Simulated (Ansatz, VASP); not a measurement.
**Two plane-wave programs on Ti**

```xyz
1
Lattice="0.0000 2.1183 1.9356 2.1183 0.0000 1.9356 2.1183 2.1183 0.0000" Properties=species:S:1:pos:R:3 pbc="T T T"
Ti    0.0000    0.0000    0.0000
```

Alike in both runs: task single point; functional PBE; k mesh 16 × 16 × 16; occupations gaussian, width 0.1 eV; no spin polarisation.

|  | VASP | Ansatz |
| --- | --- | --- |
| version | VASP 6.6.1 | Ansatz 0.2.0 |
| potentials or method | VASP PAW PBE potentials, release 64 (Ti_sv), cutoff 520 eV | scalar-relativistic, plane waves, PAW |
| valence electrons in the cell | 12 | 12 |

Ansatz gave:

- gap on the k mesh at the Fermi level (eV): none
- pressure (GPa): 0.0
- traceless stress, the component that is largest in VASP (GPa): 1.97

Problem. What did VASP give for the same quantities?

Solution. gap on the k mesh at the Fermi level (eV): none; pressure (GPa): -0.3; traceless stress, the component that is largest in VASP (GPa): 1.98.

A gap of «none» marks a metal or a gap that the smearing closes. The functional is the same, so the differences come from potentials, cutoffs and numerics.
